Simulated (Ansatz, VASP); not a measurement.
## MgO2: VASP beside Ansatz

```
CELL_PARAMETERS angstrom
4.84083 0.00000 0.00000
0.00000 4.84083 0.00000
0.00000 0.00000 4.84083
ATOMIC_POSITIONS crystal
Mg 0.00000 0.50000 0.50000
Mg 0.50000 0.50000 0.00000
Mg 0.50000 0.00000 0.50000
Mg 0.00000 0.00000 0.00000
O 0.41163 0.08837 0.91163
O 0.08837 0.91163 0.41163
O 0.91163 0.41163 0.08837
O 0.58837 0.58837 0.58837
O 0.41163 0.41163 0.41163
O 0.08837 0.58837 0.91163
O 0.91163 0.08837 0.58837
O 0.58837 0.91163 0.08837
```

Alike in both runs: task single point; functional PBEsol; k mesh 6 × 6 × 6; occupations gaussian, width 0.02 eV; no spin polarisation.

```csv
,VASP,Ansatz
version,VASP 6.6.1,Ansatz 0.2.0
potentials or method,"VASP PAW PBE potentials, release 64 (Mg, O), cutoff 520 eV","scalar-relativistic, plane waves, PAW"
valence electrons in the cell,56,88
```

|  | VASP | Ansatz | Ansatz less VASP |
| --- | --- | --- | --- |
| gap on the k mesh at the Fermi level (eV) | 3.95 | 3.97 | +0.026 |
| least direct gap on the mesh (eV) | 4.07 | 4.10 | +0.025 |

VASP's potentials were made for PBE, not for PBEsol. With one functional, cell and mesh, what is left measures potentials, basis and numerics. VASP's potentials hold 56 valence electrons a cell and Ansatz's 88, so a difference there can come from the potentials and not from the codes.
